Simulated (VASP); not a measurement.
# Au: single point with PBE

Au:

```
CELL_PARAMETERS angstrom
1.41131 -2.55593 0.00000
1.41131 2.55593 0.00000
0.00000 0.00000 4.89317
ATOMIC_POSITIONS crystal
Au 0.33425 0.65236 0.25193
Au 0.65276 0.31258 0.74169
```

This cell differs from its parent crystal: atoms moved at random.

```yaml
Program: VASP 6.6.1
Task: single point
Functional: PBE
Potentials_or_basis: VASP PAW PBE potentials, release 64 (Au)
Cutoff: 520 eV
k_mesh: 11 × 11 × 6
Occupations: fermi-dirac, width 0.05 eV
Spin: no spin polarisation
```

* Pressure: 3.2 GPa
* Largest force: 0.315 eV/Å
* Band gap on the k mesh: zero (bands 11 and 12 overlap by 6.15 eV)

Forces in eV/Å, atoms in the order of the input:
```
Au  -0.011 -0.026 -0.313
Au   0.011  0.026  0.313
```

Stress tensor (GPa, compression positive):
```
6.06 0.06 0.09
0.06 1.55 0.05
0.09 0.05 1.91
```

Levels at points of the mesh, in eV from the Fermi level:
```csv
k point,band 9,band 10,band 11,band 12,band 13,band 14
"(0.00, 0.00, 0.00)",-3.26,-2.17,-2.07,-0.99,2.42,14.58
"(0.00, 0.00, 0.50)",-2.70,-2.57,-2.53,-2.42,9.90,10.59
```

Run time: 3.2 min on 1 thread of Intel Xeon 8259CL (shared host), peak memory 0.3 GiB.

Caveat: the cell differs from its parent crystal (atoms moved at random); the cell stands under pressure; spin-orbit coupling is left out, which moves the levels of the heavy elements.
